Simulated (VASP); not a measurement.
# FeCo (Pm-3m) in VASP: further runs

Runs on FeCo. Level: PBE. Tasks: single point, relaxation of cell and atoms.

All numbers are computed with VASP 6.6.1; they aren't measurements. Logs are shortened: lines on timing, memory, paths and dates and some standing lists are left out, and cuts for length are marked.

## Step 1: The cell of the first run

Symmetry: Pm-3m, No. 221, cubic system. The conventional cell has a = 2.857 Å, b = 2.857 Å, c = 2.857 Å, α = 90.00°, β = 90.00°, γ = 90.00°. Within 3.3 Å of Fe (site symmetry m-3m) lie 8 Co at 2.47 Å and 6 Fe at 2.86 Å. Co (site symmetry m-3m) has 8 Fe at 2.47 Å and 6 Co at 2.86 Å within 3.3 Å.

## Step 2: Single point, PBE, collinear spin, ferromagnetic start

INCAR

```
SYSTEM = FeCo
PREC = Accurate ; ENCUT = 600
EDIFF = 1E-6 ; ISMEAR = 0
SIGMA = 0.1 ; LREAL = .FALSE.
LASPH = .TRUE. ; NELM = 200
ALGO = Normal ; ISIF = 2
LWAVE = .FALSE. ; LCHARG = .FALSE.
ISPIN = 2 ; MAGMOM = 4 3
LORBIT = 11 ; LMAXMIX = 4
GGA = PE ; NBANDS = 20
GGA_COMPAT = .FALSE.
```

KPOINTS

```
Automatic mesh
0
G
  6 6 6
  0 0 0
```

POSCAR

```
FeCo
1.0
    2.8570000000      0.0000000000      0.0000000000
    0.0000000000      2.8570000000      0.0000000000
    0.0000000000      0.0000000000      2.8570000000
Fe Co
1 1
Direct
    0.5000000000      0.5000000000      0.5000000000
    0.0000000000      0.0000000000      0.0000000000
```

Potentials or basis: VASP PAW PBE potentials, release 64 (Fe, Co).

Started as:

```bash
$ cat potpaw_PBE.64/Fe/POTCAR potpaw_PBE.64/Co/POTCAR > POTCAR
$ mpirun -np 1 vasp_std > vasp.out
```

OUTCAR:

```text
SYSTEM = FeCo
   PREC = Accurate
   ENCUT = 600
   EDIFF = 1E-6
   ISMEAR = 0
   LREAL = .FALSE.
   LASPH = .TRUE.
   NELM = 200
   ISIF = 2
   ISPIN = 2
   LORBIT = 11
   GGA = PE

 ion  position               nearest neighbor table
   1  0.500  0.500  0.500-   2 2.47   2 2.47   2 2.47   2 2.47   2 2.47   2 2.47   2 2.47   2 2.47

   2  0.000  0.000  0.000-   1 2.47   1 2.47   1 2.47   1 2.47   1 2.47   1 2.47   1 2.47   1 2.47

  LATTYP: Found a simple cubic cell.
 ALAT       =     2.8570000000

  Lattice vectors:

 A1 = (   2.8570000000,   0.0000000000,   0.0000000000)
 A2 = (   0.0000000000,   2.8570000000,   0.0000000000)
 A3 = (   0.0000000000,   0.0000000000,   2.8570000000)

Analysis of symmetry for initial positions (statically):
=====================================================================
 Subroutine PRICEL returns:
 Original cell was already a primitive cell.

 Routine SETGRP: Setting up the symmetry group for a
 simple cubic supercell.

 Subroutine GETGRP returns: Found 48 space group operations
 (whereof 48 operations were pure point group operations)
 out of a pool of 48 trial point group operations.

The static configuration has the point symmetry O_h .

Analysis of symmetry for dynamics (positions and initial velocities):
=====================================================================
 Subroutine PRICEL returns:
 Original cell was already a primitive cell.

 Routine SETGRP: Setting up the symmetry group for a
 simple cubic supercell.

 Subroutine GETGRP returns: Found 48 space group operations
 (whereof 48 operations were pure point group operations)
 out of a pool of 48 trial point group operations.

The dynamic configuration has the point symmetry O_h .

Analysis of structural, dynamic, and magnetic symmetry:
=====================================================================
 Subroutine PRICEL returns:
 Original cell was already a primitive cell.

 Routine SETGRP: Setting up the symmetry group for a
 simple cubic supercell.

 Subroutine GETGRP returns: Found 48 space group operations
 (whereof 48 operations were pure point group operations)
 out of a pool of 48 trial point group operations.

The overall configuration has the point symmetry O_h .

 Subroutine INISYM returns: Found 48 space group operations
 (whereof 48 operations are pure point group operations),
 and found     1 'primitive' translations

----------------------------------------------------------------------------------------

                                     Primitive cell

  volume of cell :      23.3201

  direct lattice vectors                    reciprocal lattice vectors
     2.857000000  0.000000000  0.000000000     0.350017501  0.000000000  0.000000000
     0.000000000  2.857000000  0.000000000     0.000000000  0.350017501  0.000000000
     0.000000000  0.000000000  2.857000000     0.000000000  0.000000000  0.350017501

  length of vectors
     2.857000000  2.857000000  2.857000000     0.350017501  0.350017501  0.350017501

  position of ions in fractional coordinates (direct lattice)
     0.500000000  0.500000000  0.500000000
     0.000000000  0.000000000  0.000000000

  ion indices of the primitive-cell ions
   primitive index   ion index
                 1           1
                 2           2

----------------------------------------------------------------------------------------

 KPOINTS: Automatic mesh

Automatic generation of k-mesh.
 Grid dimensions read from file:
 generate k-points for:    6    6    6

 Generating k-lattice:

  Cartesian coordinates                     Fractional coordinates (reciprocal lattice)
     0.058336250  0.000000000  0.000000000     0.166666667  0.000000000  0.000000000
     0.000000000  0.058336250  0.000000000     0.000000000  0.166666667  0.000000000
     0.000000000  0.000000000  0.058336250     0.000000000  0.000000000  0.166666667

  Length of vectors
     0.058336250  0.058336250  0.058336250

  Shift w.r.t. Gamma in fractional coordinates (k-lattice)
     0.000000000  0.000000000  0.000000000

 Subroutine IBZKPT returns following result:
 ===========================================

 Found     20 irreducible k-points:

 Following reciprocal coordinates:
            Coordinates               Weight
  0.000000  0.000000  0.000000      1.000000
  0.166667  0.000000  0.000000      6.000000
  0.333333  0.000000  0.000000      6.000000
  0.500000  0.000000  0.000000      3.000000
  0.166667  0.166667  0.000000     12.000000
  0.333333  0.166667  0.000000     24.000000
[... 12 lines left out ...]
  0.500000  0.500000  0.333333      6.000000
  0.500000  0.500000  0.500000      1.000000
   k-points           NKPTS =     20   k-points in BZ     NKDIM =     20   number of bands    NBANDS=     20
   number of dos      NEDOS =    301   number of ions     NIONS =      2
   total plane-waves  NPLWV =  13824
   dimension x,y,z NGX =    24 NGY =   24 NGZ =   24
   dimension x,y,z NGXF=    48 NGYF=   48 NGZF=   48
   ions per type =               1   1
   NGX,Y,Z   is equivalent  to a cutoff of  13.97, 13.97, 13.97 a.u.
   NGXF,Y,Z  is equivalent  to a cutoff of  27.93, 27.93, 27.93 a.u.
 SYSTEM =  FeCo
   PREC   = accura    normal or accurate (medium, high low for compatibility)
   ISTART =      0    job   : 0-new  1-cont  2-samecut
   ICHARG =      2    charge: 1-file 2-atom 10-const
   ISPIN  =      2    spin polarized calculation?
   LNONCOLLINEAR =      F non collinear calculations
   LSORBIT =      F    spin-orbit coupling
   LASPH  =      T    aspherical Exc in radial PAW
   ENCUT  =  600.0 eV  44.10 Ry    6.64 a.u.   5.71  5.71  5.71*2*pi/ulx,y,z
   NELM   =    200;   NELMIN=  2; NELMDL= -5     # of ELM steps
   EDIFF  = 0.1E-05   stopping-criterion for ELM
   LREAL  =      F    real-space projection
[... 7 lines left out ...]
   TEBEG  =    0.0;   TEEND  =   0.0 temperature during run
   PSTRESS=    0.0 pullay stress
   NELECT =      17.0000    total number of electrons
   NUPDOWN=      -1.0000    fix difference up-down
   EMIN   =  10.00;   EMAX   =-10.00  energy-range for DOS
   EFERMI =   0.00;   METHOD = LEGACY
   ISMEAR =     0;   SIGMA  =   0.10  broadening in eV -4-tet -1-fermi 0-gaus
   EFERMI_NEDOS =   21; number of points for ismear=-14 and -15
   IALGO  =     38    algorithm
   IMIX   =      4    mixing-type and parameters
     AMIX     =   0.40;   BMIX     =  1.00
     AMIX_MAG =   1.60;   BMIX_MAG =  1.00
  volume/ion in A,a.u.               =      11.66        78.69
  Fermi-wavevector in a.u.,A,eV,Ry     =   1.473378  2.784281 29.536115  2.170843
  Thomas-Fermi vector in A             =   2.588279
   LORBIT       =     11    0 simple, 1 ext, 2 COOP (PROOUT), +10 PAW based schemes
   GGA     = PE    functional components
   LHFCALC =     F    Hartree Fock is set to
   AEXX    =    0.0000 exact exchange contribution
   IVDW    =     0    specifies the selected vdW correction
   LEPSILON=     F    determine dielectric tensor
   LRPA    =     F    only Hartree local field effects (RPA)
 spin polarized calculation
 Gauss-broadening in eV      SIGMA  =   0.10
  energy-cutoff  :      600.00
  volume of cell :       23.32
 maximum number of plane-waves:       804
 NGX is ok and might be reduce to    24
   NGX = 11   NGY = 11   NGZ = 11

 number of electron      16.9999996 magnetization       4.7185310

 Free energy of the ion-electron system (eV)
  ---------------------------------------------------
  ext. energy  EPLUGINS =         0.00000000
  ---------------------------------------------------
  free energy    TOTEN  =       -15.38786066 eV

  energy without entropy =      -15.38133958  energy(sigma->0) =      -15.38460012

 E-fermi :   7.8737     XC(G=0): -12.9777

 val. band max:        7.8442047472   @ k =   0.5000   0.1667   0.1667
 cond. band min:       7.9134530272   @ k =   0.3333   0.1667   0.0000
 fundamental gap:      0.0692482801
 Fermi energy:         7.8737485910

 spin component 1

 k-point     1 :       0.0000    0.0000    0.0000
  band No.  band energies     occupation
      1      -1.0409      1.00000
      2       2.5467      1.00000
      3       2.5467      1.00000
      4       4.7955      1.00000
      5       4.7955      1.00000
      6       4.7955      1.00000
[... 12 lines left out ...]
     19      32.2518      0.00000
     20      32.2518      0.00000

 k-point     2 :       0.1667    0.0000    0.0000
  band No.  band energies     occupation
      1      -0.4899      1.00000
      2       2.7569      1.00000
      3       2.7649      1.00000
      4       4.7979      1.00000
      5       4.7979      1.00000
      6       4.9337      1.00000
[... 406 lines left out ...]
 k-point    20 :       0.5000    0.5000    0.5000
  band No.  band energies     occupation
      1       3.8268      1.00000
      2       3.8268      1.00000
      3       3.8268      1.00000
      4       4.1757      1.00000
      5       4.1757      1.00000
      6       4.1757      1.00000
[... 12 lines left out ...]
     19      43.7739      0.00000
     20      45.8716      0.00000
 Fermi energy:         7.8737485910

 spin component 2

 k-point     1 :       0.0000    0.0000    0.0000
  band No.  band energies     occupation
      1      -0.8174      1.00000
      2       4.5308      1.00000
      3       4.5309      1.00000
      4       6.7895      1.00000
      5       6.7895      1.00000
      6       6.7895      1.00000
[... 12 lines left out ...]
     19      32.0884      0.00000
     20      32.0884      0.00000

 k-point     2 :       0.1667    0.0000    0.0000
  band No.  band energies     occupation
      1      -0.2627      1.00000
      2       4.6761      1.00000
      3       4.7943      1.00000
      4       6.7652      1.00000
      5       6.7652      1.00000
      6       6.9300      1.00000
[... 406 lines left out ...]
 k-point    20 :       0.5000    0.5000    0.5000
  band No.  band energies     occupation
      1       5.3685      1.00000
      2       5.3685      1.00000
      3       5.3685      1.00000
      4       5.7577      1.00000
      5       5.7578      1.00000
      6       5.7578      1.00000
[... 12 lines left out ...]
     19      45.6986      0.00000
     20      45.7368      0.00000

------------------------ aborting loop because EDIFF is reached ----------------------------------------

  FORCE on cell =-STRESS in cart. coord.  units (eV):
  Direction    XX          YY          ZZ          XY          YZ          ZX
  --------------------------------------------------------------------------------------
  -------------------------------------------------------------------------------------
  Total       -0.2321763     -0.2321763     -0.2321763     -0.0000000     -0.0000000      0.0000000
  in kB      -15.9513634    -15.9513634    -15.9513634     -0.0000000     -0.0000000      0.0000000
  external PRESSURE =     -15.9513634 kB  Pullay stress =       0.0000000 kB

 VOLUME and BASIS-vectors are now :
 -----------------------------------------------------------------------------
  energy-cutoff  :      600.00
  volume of cell :       23.32
      direct lattice vectors                 reciprocal lattice vectors
     2.857000000  0.000000000  0.000000000     0.350017501  0.000000000  0.000000000
     0.000000000  2.857000000  0.000000000     0.000000000  0.350017501  0.000000000
     0.000000000  0.000000000  2.857000000     0.000000000  0.000000000  0.350017501

 POSITION                                       TOTAL-FORCE (eV/Angst)
 -----------------------------------------------------------------------------------
      1.42850      1.42850      1.42850         0.000000      0.000000      0.000000
      0.00000      0.00000      0.00000         0.000000      0.000000      0.000000
 -----------------------------------------------------------------------------------
    total drift:                                0.000000      0.000000     -0.000000

  FREE ENERGIE OF THE ION-ELECTRON SYSTEM (eV)
  ---------------------------------------------------
  free  energy   TOTEN  =       -15.3878606628 eV

  energy  without entropy=      -15.3813395750  energy(sigma->0) =      -15.38460012

 total charge

# of ion       s       p       d       tot
------------------------------------------
    1        0.471   0.526   6.124   7.120
    2        0.482   0.506   7.224   8.211
--------------------------------------------------
tot          0.952   1.032  13.347  15.332

 magnetization (x)

# of ion       s       p       d       tot
------------------------------------------
    1        0.005  -0.021   2.894   2.878
    2       -0.006  -0.033   1.875   1.836
--------------------------------------------------
tot         -0.001  -0.054   4.769   4.714
```

Wall time 14 s (1 thread of Intel Xeon Platinum 8375C at 2.90GHz (Ice Lake), shared host); peak memory 0.16 GiB.

Results:

```yaml
Free_energy: -15.3879 eV
Pressure: -1.6 GPa
Net_moment: 4.72 μB per cell
Site_moments: Fe +2.88; Co +1.84 μB
Valence_electrons_inside_the_program's_atomic_spheres: Fe 7.12; Co 8.21
```

Caveat: the k points lie up to 0.37 Å⁻¹ apart.

## Step 3: Single point, PBE, collinear spin, ferromagnetic start

This run uses another cell than the first one, of 11.51 Å³/atom.

INCAR

```
SYSTEM = FeCo
ALGO = Normal
EDIFF = 1E-6
ENCUT = 600
GGA = PE
GGA_COMPAT = .FALSE.
ISIF = 2
ISMEAR = 0
ISPIN = 2
LASPH = .TRUE.
LCHARG = .FALSE.
LMAXMIX = 4
LORBIT = 11
LREAL = .FALSE.
LWAVE = .FALSE.
MAGMOM = 3.19 2.09
NBANDS = 20
NELM = 200
PREC = Accurate
SIGMA = 0.1
```

KPOINTS

```
k-points
0
G
  14 14 14
  0 0 0
```

POSCAR

```
FeCo
1.0
    2.8448778415      0.0000000000      0.0000000000
    0.0000000000      2.8448778415      0.0000000000
    0.0000000000      0.0000000000      2.8448778415
Fe Co
1 1
Direct
    0.5000000000      0.5000000000      0.5000000000
    0.0000000000      0.0000000000      0.0000000000
```

Potentials or basis: VASP PAW PBE potentials, release 64 (Fe, Co).

Started as:

```bash
$ cat potpaw_PBE.64/Fe/POTCAR potpaw_PBE.64/Co/POTCAR > POTCAR
$ mpirun -np 1 vasp_std > vasp.out
```

Wall time 50 s (1 thread of Intel Xeon Platinum 8375C at 2.90GHz (Ice Lake), shared host); peak memory 0.23 GiB.

Results (log left out):

* Free energy: -15.4074 eV
* Pressure: -0.4 GPa
* Net moment: 4.53 μB per cell
* Site moments: Fe +2.78; Co +1.76 μB
* Valence electrons inside the program's atomic spheres: Fe 7.15; Co 8.23

Levels at points of the mesh, in eV from the Fermi level:
Spin up:
| k point | band 7 | band 8 | band 9 | band 10 | band 11 | band 12 | band 13 | band 14 | band 15 | band 16 |
| --- | --- | --- | --- | --- | --- | --- | --- | --- | --- | --- |
| (0.00, 0.00, 0.00) | -2.03 | -2.03 | -0.93 | -0.93 | -0.93 | 9.08 | 9.08 | 9.08 | 14.65 | 14.65 |
| (0.50, 0.00, 0.00) | -2.60 | -2.60 | -2.11 | -1.98 | -0.92 | -0.64 | 15.93 | 15.93 | 16.12 | 16.12 |
| (0.50, 0.50, 0.00) | -1.90 | -1.78 | -0.69 | -0.69 | -0.16 | -0.16 | 6.05 | 6.24 | 17.69 | 17.69 |
| (0.50, 0.50, 0.50) | -1.93 | -1.93 | -1.75 | -1.75 | 7.60 | 7.60 | 7.60 | 7.68 | 7.68 | 7.68 |
Spin down:
| k point | band 2 | band 3 | band 4 | band 5 | band 6 | band 7 | band 8 | band 9 | band 10 | band 11 |
| --- | --- | --- | --- | --- | --- | --- | --- | --- | --- | --- |
| (0.00, 0.00, 0.00) | -3.52 | -3.52 | -1.19 | -1.19 | -1.19 | 0.78 | 0.78 | 1.48 | 1.48 | 1.48 |
| (0.50, 0.00, 0.00) | -4.61 | -1.67 | -1.17 | -1.16 | -1.16 | -0.41 | -0.32 | -0.32 | 0.64 | 1.18 |
| (0.50, 0.50, 0.00) | -4.16 | -2.32 | -2.32 | -0.07 | -0.07 | 0.49 | 0.57 | 0.77 | 1.44 | 1.70 |
| (0.50, 0.50, 0.50) | -2.64 | -2.64 | -2.25 | -2.25 | -2.25 | 0.61 | 0.61 | 1.49 | 1.49 | 8.37 |

[end of part 1 of 2]
